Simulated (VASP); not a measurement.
# HCClF4 in VASP: a series of runs, part 2 of 2

VASP 6.6.1. Earlier steps stand in the parts before.

## Step 4: Single point, PBE+D3(BJ)

This run uses another cell than the first one, of 13.01 Å³/atom, 1.412 times its volume.

File INCAR:

```
  PREC = Accurate
  ENCUT = 520
  EDIFF = 1E-6
  ISMEAR = -1
  SIGMA = 0.02
  LREAL = Auto
  LASPH = T
  NELM = 80
  ALGO = Normal
  ISIF = 2
  LWAVE = F
  LCHARG = F
  GGA = PE
  IVDW = 12
  NBANDS = 76
```

File KPOINTS:

```
Automatic mesh
0
Gamma
  1 1 1
```

File POSCAR:

```
HCClF4
1.0
    6.4461480000      0.0000000000      0.0000000000
    0.0000000000      6.5975660000      0.0000000000
    0.0000000000      0.0000000000      6.4233800000
C F Cl H
3 12 3 3
Direct
    0.4505946807      0.5861707181      0.6703635781
    0.9054865014      0.0689951415      0.3598261352
    0.1120669274      0.6036923314      0.1891683195
    0.6438263596      0.5039434240      0.7271249716
    0.3392413578      0.5663149107      0.8424225252
    0.4671782280      0.7871539292      0.6224915854
    0.3583845732      0.4851940852      0.5106968605
    1.0422813749      0.2070157388      0.4252122714
    0.9037335165     -0.0064872409      0.1562884338
    0.8839232360     -0.1319122840      0.4638212281
    0.7211748784      0.1564213227      0.3965202121
    0.2019190375      0.7440168086      0.3022863352
   -0.0569642521      0.5353792596      0.2816741342
    0.0513950347      0.6744153829     -0.0028333992
    0.2455575019      0.4450429143      0.1419657563
    0.4932403041      0.1010372613      0.9710931005
   -0.0039558508      0.2489099768      0.8335486924
    0.6194707289      0.7203414108      0.2019186161
    0.3412735792      0.0502912741      1.0888037139
   -0.1060012895      0.0929130531      0.9131329612
    0.5592021778      0.5448676072      0.2405275727
```

Potentials or basis: VASP PAW PBE potentials, release 64 (C, F, Cl, H).

Run with:

```sh
$ cat potpaw_PBE.64/C/POTCAR potpaw_PBE.64/F/POTCAR potpaw_PBE.64/Cl/POTCAR potpaw_PBE.64/H/POTCAR > POTCAR
$ mpirun -np 1 vasp_gam > vasp.out
```

OUTCAR:

```text
PREC = Accurate
   ENCUT = 520
   EDIFF = 1E-6
   ISMEAR = -1
   LREAL = Auto
   LASPH = T
   NELM = 80
   ISIF = 2
   GGA = PE
   IVDW = 12
 IVDW          = 12

 ion  position               nearest neighbor table
   1  0.451  0.586  0.670-   5 1.32   7 1.36   6 1.37   4 1.41
   2  0.905  0.069  0.360-   8 1.34  11 1.34   9 1.40  10 1.49
   3  0.112  0.604  0.189-  12 1.31  13 1.32  14 1.38  15 1.39
   4  0.644  0.504  0.727-   1 1.41
   5  0.339  0.566  0.842-   1 1.32
   6  0.467  0.787  0.622-   1 1.37
[... 307 lines left out ...]
  -------------------------------------------------------------------------------------
  Total      12.65707     1.75440    10.83941    -2.00568    -2.76209    -2.80976
  in kB      74.23285    10.28946    63.57240   -11.76318   -16.19947   -16.47907
  external pressure =       49.36 kB  Pullay stress =        0.00 kB

 VOLUME and BASIS-vectors are now :
 -----------------------------------------------------------------------------
  energy-cutoff  :      520.00
  volume of cell :      273.18
      direct lattice vectors                 reciprocal lattice vectors
     6.446148000  0.000000000  0.000000000     0.155131406  0.000000000  0.000000000
     0.000000000  6.597566000  0.000000000     0.000000000  0.151571049  0.000000000
     0.000000000  0.000000000  6.423380000     0.000000000  0.000000000  0.155681277

 POSITION                                       TOTAL-FORCE (eV/Angst)
 -----------------------------------------------------------------------------------
      2.90460      3.86730      4.30600         1.246609      0.279836      1.170895
      5.83690      0.45520      2.31130        -3.177656     -2.461323      1.019681
      0.72240      3.98290      1.21510        -0.414506     -1.194330     -2.527480
      4.15020      3.32480      4.67060        -1.363766      0.828140     -1.659403
      2.18680      3.73630      5.41120         0.243474      0.176228     -1.508309
      3.01150      5.19330      3.99850         0.078678     -1.303800      0.188533
[... 13 lines left out ...]
      5.76285      0.61300      5.86540         0.549242      1.045527     -0.829488
      3.60470      3.59480      1.54500        -0.296897     -1.141401      0.128708
 -----------------------------------------------------------------------------------
    total drift:                               -0.006154      0.013768      0.000394

  FREE ENERGIE OF THE ION-ELECTRON SYSTEM (eV)
  ---------------------------------------------------
  free  energy   TOTEN  =       -91.2594850903 eV

  energy  without entropy=      -91.2594850903  energy(sigma->0) =      -91.25948509
```

OSZICAR:

```text
N       E                     dE             d eps       ncg     rms          rms(c)
DAV:   1     0.117018744556E+04    0.11702E+04   -0.77451E+04   160   0.157E+03
DAV:   2    -0.118788243073E+02   -0.11821E+04   -0.11560E+04   188   0.388E+02
DAV:   3    -0.948518551477E+02   -0.82973E+02   -0.82641E+02   184   0.110E+02
DAV:   4    -0.962143375862E+02   -0.13625E+01   -0.13582E+01   184   0.154E+01
DAV:   5    -0.962433011317E+02   -0.28964E-01   -0.28922E-01   184   0.219E+00    0.224E+01
DAV:   6    -0.901111683322E+02    0.61321E+01   -0.19881E+01   184   0.194E+01    0.114E+01
DAV:   7    -0.899895553289E+02    0.12161E+00   -0.21454E+00   184   0.617E+00    0.680E+00
DAV:   8    -0.899575340589E+02    0.32021E-01   -0.34391E-01   184   0.316E+00    0.125E+00
DAV:   9    -0.899544015017E+02    0.31326E-02   -0.48997E-02   184   0.122E+00    0.591E-01
DAV:  10    -0.899534819464E+02    0.91956E-03   -0.67364E-03   184   0.374E-01    0.215E-01
DAV:  11    -0.899533507055E+02    0.13124E-03   -0.11053E-03   176   0.179E-01    0.650E-02
DAV:  12    -0.899533058285E+02    0.44877E-04   -0.25629E-04   184   0.134E-01    0.302E-02
DAV:  13    -0.899533039277E+02    0.19008E-05   -0.10410E-04   184   0.530E-02    0.196E-02
DAV:  14    -0.899533001125E+02    0.38152E-05   -0.22732E-05   184   0.287E-02    0.766E-03
DAV:  15    -0.899532992414E+02    0.87105E-06   -0.18658E-06   136   0.120E-02
   1 F= -.91259485E+02 E0= -.91259485E+02  d E =-.196901E-11
```

stdout:

```text
POSCAR found type information on POSCAR C F ClH
 POSCAR found :  4 types and      21 ions
 scaLAPACK will be used
 LDA part: xc-table for (Slater+PW92), standard interpolation
 POSCAR, INCAR and KPOINTS ok, starting setup
 FFT: planning ... GRIDC
 FFT: planning ... GRID_SOFT
 FFT: planning ... GRID
 WAVECAR not read
 entering main loop
```

It took 54 s on 1 thread of Intel Xeon Platinum 8488C (Sapphire Rapids), shared host; peak memory 0.32 GiB.

Results:

| Property | Result |
| --- | --- |
| Free energy | -91.2595 eV |
| Pressure | 4.9 GPa |
| Largest force | 4.147 eV/Å |
| Band gap on the k mesh | 4.80 eV |
| Dispersion energy per atom | -0.062 eV |

Forces in eV/Å, atoms in the order of the input:
```
C    1.247  0.280  1.171
C   -3.178 -2.461  1.020
C   -0.415 -1.194 -2.527
F   -1.364  0.828 -1.659
F    0.243  0.176 -1.508
F    0.079 -1.304  0.189
F    1.025 -0.170  1.154
F    0.692 -2.586 -1.529
F    1.462  1.744  1.875
F    1.720  3.690  0.612
F   -0.081  0.002 -0.302
F    0.140  0.521 -0.245
F    0.950 -0.929  0.657
F   -0.118  0.604  1.197
F   -0.872  0.591  1.803
Cl  -0.236  0.342 -0.230
Cl  -0.662 -0.641  0.249
Cl  -0.966  0.661 -1.156
H    0.081 -0.058 -0.068
H    0.549  1.046 -0.829
H   -0.297 -1.141  0.129
```

Caveat: the k points lie up to 0.98 Å⁻¹ apart.

## Step 5: Single point, PBE+D3(BJ)

This run uses another cell than the first one, of 18.26 Å³/atom, 1.982 times its volume.

File INCAR:

```
SYSTEM = HCClF4
ALGO = Normal
EDIFF = 1E-7
ENCUT = 520
GGA = PE
ISIF = 2
ISMEAR = -1
IVDW = 12
LASPH = .True.
LCHARG = .True.
LELF = .True.
LREAL = Auto
LVHAR = .True.
LWAVE = .False.
NBANDS = 76
NELM = 80
PREC = Accurate
SIGMA = 0.02
```

File KPOINTS:

```
k-points
0
Gamma
  1 1 1
  0 0 0
```

File POSCAR:

```
HCClF4
1.0
    7.2646950000      0.0000000000      0.0000000000
    0.0000000000      7.2646950000      0.0000000000
    0.0000000000      0.0000000000      7.2646950000
C F Cl H
3 12 3 3
Direct
    0.5339259346      0.5637526155      0.6980733577
    0.8690313752      0.0457119128      0.3411062227
    0.0757516203      0.5688917318      0.2079002334
    0.6853478245      0.6637133325      0.7250474323
    0.4913479975      0.4734878569      0.8529701903
    0.3945949175      0.6730287002      0.6504347403
    0.5643120534      0.4404496076      0.5644515682
    1.0373386635      0.1236107262      0.3603229337
    0.8598724438     -0.0294585210      0.1742965781
    0.8488263244     -0.0809868093      0.4726450245
    0.7392582518      0.1736129204      0.3590290597
    0.1474796633      0.7024488773      0.3109159970
   -0.0683842051      0.4962803507      0.2939543826
    0.0254114237      0.6355018249      0.0447933034
    0.2028350510      0.4360815755      0.1818802252
    0.3679563384      0.0474160289      0.9733911954
    0.0504834634      0.3466455204      0.7424965080
    0.5718798717      0.7092458899      0.2060247275
    0.2737566729      0.1807427662      0.8998588952
    0.0760758834      0.2340957209      0.6071016159
    0.4777583308      0.5582006716      0.2038071088
```

Potentials or basis: VASP PAW PBE potentials, release 64 (C, F, Cl, H).

Run with:

```sh
$ cat potpaw_PBE.64/C/POTCAR potpaw_PBE.64/F/POTCAR potpaw_PBE.64/Cl/POTCAR potpaw_PBE.64/H/POTCAR > POTCAR
$ mpirun -np 1 vasp_gam > vasp.out
```

OUTCAR:

```text
SYSTEM = HCClF4
   EDIFF = 1E-7
   ENCUT = 520
   GGA = PE
   ISIF = 2
   ISMEAR = -1
   IVDW = 12
   LASPH = .True.
   LREAL = Auto
   NELM = 80
   PREC = Accurate
 IVDW          = 12

 ion  position               nearest neighbor table
   1  0.534  0.564  0.698-   6 1.33   4 1.33   5 1.34   7 1.34
   2  0.869  0.046  0.341-  11 1.33   9 1.33  10 1.33   8 1.35
   3  0.076  0.569  0.208-  13 1.33  14 1.33  12 1.33  15 1.35
   4  0.685  0.664  0.725-   1 1.33
   5  0.491  0.473  0.853-   1 1.34
[... 306 lines left out ...]
  -------------------------------------------------------------------------------------
  Total       3.89283     3.88952     3.13535     0.25864     0.27787     0.20395
  in kB      16.26761    16.25376    13.10220     1.08083     1.16120     0.85228
  external pressure =       15.21 kB  Pullay stress =        0.00 kB

 VOLUME and BASIS-vectors are now :
 -----------------------------------------------------------------------------
  energy-cutoff  :      520.00
  volume of cell :      383.40
      direct lattice vectors                 reciprocal lattice vectors
     7.264695000  0.000000000  0.000000000     0.137652028  0.000000000  0.000000000
     0.000000000  7.264695000  0.000000000     0.000000000  0.137652028  0.000000000
     0.000000000  0.000000000  7.264695000     0.000000000  0.000000000  0.137652028

 POSITION                                       TOTAL-FORCE (eV/Angst)
 -----------------------------------------------------------------------------------
      3.87881      4.09549      5.07129         0.051229      0.011565      0.010727
      6.31325      0.33208      2.47803         0.122322      0.005211      0.061112
      0.55031      4.13282      1.51033        -0.008061      0.025703      0.027084
      4.97884      4.82167      5.26725         0.345294      0.218203      0.063122
      3.56949      3.43974      6.19657        -0.095585     -0.227051      0.338919
      2.86661      4.88935      4.72521        -0.345056      0.275019     -0.103047
[... 13 lines left out ...]
      0.55267      1.70063      4.41041        -0.017490      0.087158      0.098252
      3.47077      4.05516      1.48060         0.161193      0.195974      0.019271
 -----------------------------------------------------------------------------------
    total drift:                               -0.002359     -0.010960      0.008726

  FREE ENERGIE OF THE ION-ELECTRON SYSTEM (eV)
  ---------------------------------------------------
  free  energy   TOTEN  =       -95.7047974550 eV

  energy  without entropy=      -95.7047974550  energy(sigma->0) =      -95.70479745
```

stdout:

```text
POSCAR found type information on POSCAR C F ClH
 POSCAR found :  4 types and      21 ions
 scaLAPACK will be used
 LDA part: xc-table for (Slater+PW92), standard interpolation
 POSCAR, INCAR and KPOINTS ok, starting setup
 FFT: planning ... GRIDC
 FFT: planning ... GRID_SOFT
 FFT: planning ... GRID
 WAVECAR not read
 entering main loop
```

It took 99 s on 1 thread of Intel Xeon Platinum 8488C (Sapphire Rapids), shared host; peak memory 0.38 GiB.

Results:

```
Free energy                : -95.7048 eV
Pressure                   : 1.5 GPa
Largest force              : 0.458 eV/Å
Band gap on the k mesh     : 5.95 eV
Dispersion energy per atom : -0.042 eV
```

Forces on the atoms (eV/Å):
```
C    0.051  0.012  0.011
C    0.122  0.005  0.061
C   -0.008  0.026  0.027
F    0.345  0.218  0.063
F   -0.096 -0.227  0.339
F   -0.345  0.275 -0.103
F    0.037 -0.290 -0.298
F    0.280  0.106  0.033
F    0.003 -0.100 -0.292
F   -0.048 -0.242  0.141
F   -0.289  0.270  0.018
F    0.184  0.319  0.244
F   -0.356 -0.200  0.206
F   -0.125  0.164 -0.405
F    0.353 -0.274 -0.032
Cl  -0.057  0.080 -0.032
Cl  -0.004 -0.062 -0.082
Cl  -0.221 -0.254 -0.054
H    0.028 -0.107  0.036
H   -0.017  0.087  0.098
H    0.161  0.196  0.019
```

Stress tensor (GPa, compression positive):
```
1.63 0.11 0.09
0.11 1.63 0.12
0.09 0.12 1.31
```

Levels at points of the mesh, in eV from the valence-band top:
```csv
k point,band 58,band 59,band 60,band 61,band 62,band 63
"(0.00, 0.00, 0.00)",-0.20,-0.06,0.00,5.95,7.25,7.66
```

Caveat: the k points lie up to 0.86 Å⁻¹ apart.

## Step 6: Summary

| cell | gap on the mesh (eV) | pressure (GPa) | largest force (eV/Å) |
| --- | --- | --- | --- |
| a = 5.846, b = 5.805, c = 5.699 Å, 21 atoms | 4.64 | 33.8 | 8.45 |
| a = 6.281, b = 6.379, c = 6.067 Å, 21 atoms | 4.69 | 4.9 | 3.80 |
| a = 6.446, b = 6.598, c = 6.423 Å, 21 atoms | 4.80 | 4.9 | 4.15 |
| a = 7.265 Å, 21 atoms | 5.95 | 1.5 | 0.46 |

Alike in all rows: task single point; level PBE+D3(BJ); potentials or basis VASP PAW PBE potentials, release 64 (C, F, Cl, H); no spin polarisation; k mesh 1 × 1 × 1; cutoff (eV) 520; smearing fermi-dirac 0.02 eV.

Caveats: all runs use coarse meshes.

Absolute energies hang on the potentials; compare differences alone.
